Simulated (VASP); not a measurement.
Wanted: the native input for a VASP 6.6.1 run.

```yaml
Task: single point
Functional: PBE
Potentials_or_basis: VASP PAW PBE potentials, release 64 (Si, P)
Cutoff: 520 eV
k_mesh: 10 × 10 × 10
Occupations: gaussian, width 0.1 eV
Spin: no spin polarisation
Dipole_correction: no
Further_INCAR_settings: ALGO = Normal; EDIFF = 1e-07; NBANDS = 22
```

The structure of Si5P lies in POSCAR:

```
Si5P
1.0
    0.0000000000      3.5794379477      3.5794379477
    3.5794379477      0.0000000000      3.5794379477
    3.5794379477      3.5794379477      0.0000000000
Si P
5 1
Direct
    0.1248503367      0.1248503367      0.6254489899
    0.6254489899      0.1248503367      0.1248503367
    0.1248503367      0.1248503367      0.1248503367
    0.1248503367      0.6254489899      0.1248503367
    0.5000000000      0.5000000000      0.5000000000
    0.7500000000      0.7500000000      0.7500000000
```

The input as run:

INCAR

```
PREC = Accurate
ENCUT = 520
EDIFF = 1E-7
ISMEAR = 0
SIGMA = 0.1
LREAL = False
LASPH = True
NELM = 60
ALGO = Normal
ISIF = 2
LWAVE = False
LCHARG = False
GGA = PE
NBANDS = 22
```

KPOINTS

```
regular mesh
0
Gamma
  10 10 10
```

Potentials or basis: VASP PAW PBE potentials, release 64 (Si, P).

Run with:

```bash
$ cat potpaw_PBE.64/Si/POTCAR potpaw_PBE.64/P/POTCAR > POTCAR
$ mpirun -np 1 vasp_std > vasp.out
```

It gave:

| Item | Value |
| --- | --- |
| Pressure | 0.0 GPa |

Wall time 2.5 min on 1 thread of Intel Xeon 6975P-C, with other jobs on the host, peak memory 0.27 GiB.
